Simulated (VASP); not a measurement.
# CdO (Monteponite): single point with r2SCAN

The system is CdO (Monteponite).

```
Cd O
1.0
     0.00000    2.30497    2.30497
     2.30497    0.00000    2.30497
     2.30497    2.30497    0.00000
Cd O
1 1
Direct
  0.00000 0.00000 0.00000
  0.50000 0.50000 0.50000
```

This cell differs from its parent crystal: volume changed by -6%.

| Property | Result |
| --- | --- |
| Program | VASP 6.6.1 |
| Task | single point |
| Functional | r2SCAN |
| Potentials or basis | VASP PAW PBE potentials, release 64 (Cd, O) |
| Cutoff | 660 eV |
| k mesh | 8 × 8 × 8 |
| Occupations | fermi-dirac, width 0.02 eV |
| Spin | no spin polarisation |

```yaml
Pressure: 12.7 GPa
Band_gap_on_the_k_mesh: 0.20 eV, indirect (least direct gap 1.79 eV)
```

Levels at points of the mesh, in eV from the valence-band top:
```tsv
k point	band 5	band 6	band 7	band 8	band 9	band 10	band 11	band 12	band 13	band 14
(0.00, 0.00, 0.00)	-6.64	-6.64	-1.60	-1.60	-1.60	0.20	15.82	18.19	18.19	18.19
(0.50, 0.00, 0.00)	-6.37	-6.37	-3.98	0.00	0.00	5.11	8.46	13.13	13.13	19.19
(0.50, 0.50, 0.00)	-6.21	-5.81	-4.78	-2.64	-2.64	4.83	9.59	12.01	14.89	14.89
```

Run time: 35 s on 1 thread of Intel(R) Xeon(R) 6975P-C (Granite Rapids), on a shared host, peak memory 0.17 GiB.

Caveat: the PAW data sets were made with another functional, which shifts forces and pressure a little. A k mesh can miss the band edges.
